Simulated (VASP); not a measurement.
BaH2: relaxation of cell and atoms with r2SCAN

BaH2:

```
Ba H
1.0
     4.17371    0.00000    0.00000
    -2.08686    3.61454    0.00000
     0.00000    0.00000    5.28821
Ba H
2 4
Direct
  0.66667 0.33333 0.75000
  0.33333 0.66667 0.25000
  0.33333 0.66667 0.75000
  0.66667 0.33333 0.25000
  0.00000 0.00000 0.50000
  0.00000 0.00000 0.00000
```

* Program: VASP 6.6.1
* Task: relaxation of cell and atoms
* Functional: r2SCAN
* Potentials or basis: VASP PAW PBE potentials, release 64 (Ba_sv, H_h)
* Cutoff: 910 eV
* k mesh: 9 × 9 × 6
* Occupations: gaussian, width 0.01 eV
* Spin: no spin polarisation
* Target pressure: 13 GPa
* Dipole correction: no
* Further INCAR settings: ALGO = Normal; EDIFF = 1e-07; IBRION = 2; EDIFFG = -0.002; NSW = 80; ISIF = 3

```yaml
Relaxed_volume: 13.58 Å³/atom
Relaxed_cell: a = 4.194 Å, b = 4.194 Å, c = 5.346 Å, α = 90.00°, β = 90.00°, γ = 120.00°
Space_group_after_relaxing_to_0.1_Å: P6_3/mmc (No. 194)
Energy_change_on_relaxing_the_run_minimises_the_enthalpy: -24.1 meV/atom
Ionic_steps: 7
Pressure_after_relaxing: 13.0 GPa
Band_gap_on_the_k_mesh: 2.36 eV (least direct gap 2.96 eV)
```

The path:
| step | energy change (eV) | largest force (eV/Å) | pressure (GPa) | volume (Å³) |
| --- | --- | --- | --- | --- |
| 1 | 0.0000 | 0.0000 | 14.70 | 79.78 |
| 2 | -0.1415 | 0.0000 | 12.98 | 81.42 |
| 3 | -0.1417 | 0.0000 | 12.99 | 81.42 |
| 4 | -0.1433 | 0.0000 | 13.00 | 81.43 |
| 5 | -0.1443 | 0.0000 | 12.99 | 81.44 |
| 6 | -0.1459 | 0.0000 | 13.03 | 81.46 |
| 7 | -0.1448 | 0.0000 | 13.00 | 81.45 |

Final structure:
```xyz
6
Lattice="4.1943 0.0000 0.0000 -2.0971 3.6324 0.0000 0.0000 0.0000 5.3462" Properties=species:S:1:pos:R:3 pbc="T T T"
Ba    2.0971    1.2108    4.0097
Ba    0.0000    2.4216    1.3366
H     0.0000    2.4216    4.0097
H     2.0971    1.2108    1.3366
H     0.0000    0.0000    2.6731
H     0.0000    0.0000    0.0000
```

Levels at points of the mesh, in eV from the valence-band top:
```
           k point  band 8  band 9  band 10  band 11  band 12  band 13  band 14  band 15  band 16
(0.00, 0.00, 0.00)  -11.36   -4.68    -3.83    -0.28     0.00     3.16     3.16     4.41     4.41
(0.00, 0.00, 0.50)  -11.90   -3.27    -3.27    -0.60    -0.60     2.86     2.86     2.86     2.86
```

It took 99 min on 1 thread of Intel(R) Xeon(R) Platinum 8259CL CPU @ 2.50GHz (Skylake/Cascade Lake), on a shared host, peak memory 0.45 GiB.

Caveat: the cell is relaxed towards a set pressure, so the run minimises the enthalpy, not the energy; the PAW data sets were made with another functional, which shifts forces and pressure a little; spin-orbit coupling is left out, which moves the levels of the heavy elements. A k mesh can miss the band edges.
